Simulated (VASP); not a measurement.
Write the native input for VASP 6.6.1 that does the following.

```yaml
Task: single point
Functional: PBE
Potentials_or_basis: VASP PAW PBE potentials, release 64 (Ge_d, As)
Cutoff: 520 eV
k_mesh: 18 × 18 × 18
Occupations: gaussian, width 0.1 eV
Spin: no spin polarisation
Dipole_correction: no
Further_INCAR_settings: ALGO = Normal; EDIFF = 1e-06; NBANDS = 24
```

The structure of Ge2As lies in POSCAR:

```
Ge2As
1.0
   -1.7154377577      1.7154377577      5.0494451772
    1.7154377577     -1.7154377577      5.0494451772
    1.7154377577      1.7154377577     -5.0494451772
Ge As
2 1
Direct
    0.6481556190      0.6481556190      0.0000000000
    0.3518443810      0.3518443810      0.0000000000
    0.0000000000      0.0000000000      0.0000000000
```

The input as run:

INCAR

```
  PREC = Accurate
  ENCUT = 520
  EDIFF = 1E-6
  ISMEAR = 0
  SIGMA = 0.1
  LREAL = False
  LASPH = True
  NELM = 100
  ALGO = Normal
  ISIF = 2
  LWAVE = False
  LCHARG = False
  GGA = PE
  NBANDS = 24
```

KPOINTS

```
regular mesh
0
Gamma
  18 18 18
```

Potentials or basis: VASP PAW PBE potentials, release 64 (Ge_d, As).

The run is started by

```bash
$ cat potpaw_PBE.64/Ge_d/POTCAR potpaw_PBE.64/As/POTCAR > POTCAR
$ mpirun -np 1 vasp_std > vasp.out
```

Results of the run:

The pressure is 0.0 GPa and the largest force is 0.007 eV/Å. The band gap on the k mesh is zero (an odd number of electrons rules out a gap without spin polarisation).

Caveat: an odd number of electrons without spin polarisation forces a metal; a magnetic or distorted state may lie lower.

Run time: 8.7 min on 1 thread of AMD EPYC 9R45 96-Core Processor (Zen 5) (shared host), peak memory 0.7 GiB.
